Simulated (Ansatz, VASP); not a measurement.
## One calculation of Ru, two programs

File INCAR:

```
SYSTEM = Ru
  PREC = Accurate
  ENCUT = 520
  EDIFF = 1E-8
  ISMEAR = -1
  SIGMA = 0.03
  LREAL = .FALSE.
  LASPH = .TRUE.
  NELM = 100
  ALGO = Normal
  ISIF = 2
  LWAVE = .FALSE.
  LCHARG = .FALSE.
  GGA = PS
  LEFG = .TRUE.
  NBANDS = 21
```

Contents of KPOINTS:

```
Automatic mesh
0
G
  14 14 8
  0 0 0
```

POSCAR

```
Ru
1.0
    2.6876390600      0.0000000000      0.0000000000
   -1.3438195300      2.3275637022      0.0000000000
    0.0000000000      0.0000000000      4.2531615502
Ru
2
Direct
    0.3333333333      0.6666666667      0.2500000000
    0.6666666667      0.3333333333      0.7500000000
```

Input for Ansatz:

```yaml
crystal:
  lattice:
    - [2.68763906, 0.0, 0.0]
    - [-1.34381953, 2.3275637022, 0.0]
    - [0.0, 0.0, 4.2531615502]
  atoms:
    - { symbol: Ru, position: [0.3333333333, 0.6666666667, 0.25] }
    - { symbol: Ru, position: [0.6666666667, 0.3333333333, 0.75] }
kpoints:
  mp_grid: { grid: [14, 14, 8] }
scf:
  occupations: { method: fermi_dirac, width: 0.03 }
hamiltonian:
  xc: pbesol
  pseudopotentials: { kind: all_electron, datasets: crystal }
output:
  forces: true
  stress: true
  eigenvalues: true
  efg: { contact_densities: true }
```

Change from the starting cell: volume scaled by 0.98, crystal datasets.

Alike in both runs: task electric field gradients; functional PBEsol; k mesh 14 × 14 × 8; occupations fermi-dirac, width 0.03 eV; no spin polarisation.

|  | VASP | Ansatz |
| --- | --- | --- |
| version | VASP 6.6.1 | Ansatz 0.2.0 |
| potentials or method | VASP PAW PBE potentials, release 64 (Ru_pv), cutoff 520 eV | all-electron PAW with datasets made for the crystal, scalar-relativistic |

|  | VASP | Ansatz | Ansatz less VASP |
| --- | --- | --- | --- |
| pressure (GPa) | 0.4 | 0.5 | +0.05 |
| traceless stress, the component that is largest in VASP (GPa) | -1.14 | -1.19 | -0.041 |
| size of Vzz on the site where it differs most (V/Å²) | 13.9 | 11.1 | -2.81 |

VASP's potentials were made for PBE, not for PBEsol. Ansatz ran all-electron here, and VASP with PAW potentials.
